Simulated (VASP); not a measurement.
LiH21O11, 33 atoms in the cell. The cell holds a disordered packing, 33 atoms: a = 7.007 Å, b = 7.007 Å, c = 7.007 Å, α = 90.00°, β = 90.00°, γ = 90.00°. 

```yaml
Program: VASP 6.6.1
Task: single point
Functional: PBE
Potentials_or_basis: VASP PAW PBE potentials, release 64 (O, H, Li_sv)
Cutoff: 520 eV
k_mesh: 1 × 1 × 1
Occupations: fermi-dirac, width 0.05 eV
Spin: no spin polarisation
Dipole_correction: no
Further_INCAR_settings: LREAL = Auto; ALGO = Normal; EDIFF = 1e-07; NBANDS = 67
```

Potentials or basis: VASP PAW PBE potentials, release 64 (O, H, Li_sv).

Command:

```sh
$ cat potpaw_PBE.64/O/POTCAR potpaw_PBE.64/H/POTCAR potpaw_PBE.64/Li_sv/POTCAR > POTCAR
$ mpirun -np 1 vasp_gam > vasp.out
```

Hardware: 1 thread of AMD EPYC 7R13, on a shared host.

Task: How long does it take, and how much memory?

Result: It took 95 s on 1 thread of AMD EPYC 7R13, on a shared host, peak memory 0.32 GiB. Counts: scf iterations 18, k points 1.
